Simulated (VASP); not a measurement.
Write the native input for VASP 6.6.1 that does the following.

```yaml
Task: single point
Functional: r2SCAN
Potentials_or_basis: VASP PAW PBE potentials, release 64 (K_sv, F)
Cutoff: 520 eV
k_mesh: 8 × 8 × 8
Occupations: gaussian, width 0.05 eV
Spin: no spin polarisation
Dipole_correction: no
Further_INCAR_settings: ALGO = Normal; EDIFF = 1e-07; NBANDS = 15
```

Crystal: KF.

```
K F
1.0
     0.17538    2.67350    2.67350
     2.84888    0.00000    2.84888
     2.67350    2.67350    0.17538
K F
1 1
Direct
  0.00000 0.00000 0.00000
  0.50000 0.50000 0.50000
```

This cell differs from its parent crystal: strain +0.1312 x Voigt [0, 0, 0, 0, 1, 0].

The input as run:

POSCAR

```
KF
1.0
    0.1753816000      2.6735000000      2.6735000000
    2.8488816000      0.0000000000      2.8488816000
    2.6735000000      2.6735000000      0.1753816000
K F
1 1
Direct
    0.0000000000      0.0000000000      0.0000000000
    0.5000000000      0.5000000000      0.5000000000
```

INCAR.step1

```
ALGO = Normal ; EDIFF = 1E-4
ENCUT = 520 ; GGA = PE
ISMEAR = 0 ; LASPH = True
LCHARG = False ; LREAL = False
LWAVE = True ; NBANDS = 15
NELM = 80 ; PREC = Accurate
SIGMA = 0.05
```

INCAR.step2

```
ALGO = Normal ; EDIFF = 1E-7
ENCUT = 520 ; ISIF = 2
ISMEAR = 0 ; ISTART = 1
LASPH = True ; LCHARG = False
LMIXTAU = True ; LREAL = False
LWAVE = False ; METAGGA = R2SCAN
NBANDS = 15 ; NELM = 80
PREC = Accurate ; SIGMA = 0.05
```

KPOINTS

```
k-points
0
Gamma
  8 8 8
```

Potentials or basis: VASP PAW PBE potentials, release 64 (K_sv, F).

Command:

```console
$ cat potpaw_PBE.64/K_sv/POTCAR potpaw_PBE.64/F/POTCAR > POTCAR
$ cp INCAR.step1 INCAR
$ mpirun -np 1 vasp_std > vasp.out
$ cp INCAR.step2 INCAR
$ mpirun -np 1 vasp_std > vasp.out
```

Results of the run:

```yaml
Pressure: -0.7 GPa
Band_gap_on_the_k_mesh: 6.72 eV, direct
```

Caveat: the cell differs from its parent crystal (strain +0.1312 x Voigt [0, 0, 0, 0, 1, 0]); the PAW data sets were made with another functional, which shifts forces and pressure a little.

Run time: 4.1 min on 1 thread of AMD EPYC 7R43 64-Core Processor (Zen 3) (shared host), peak memory 0.17 GiB.
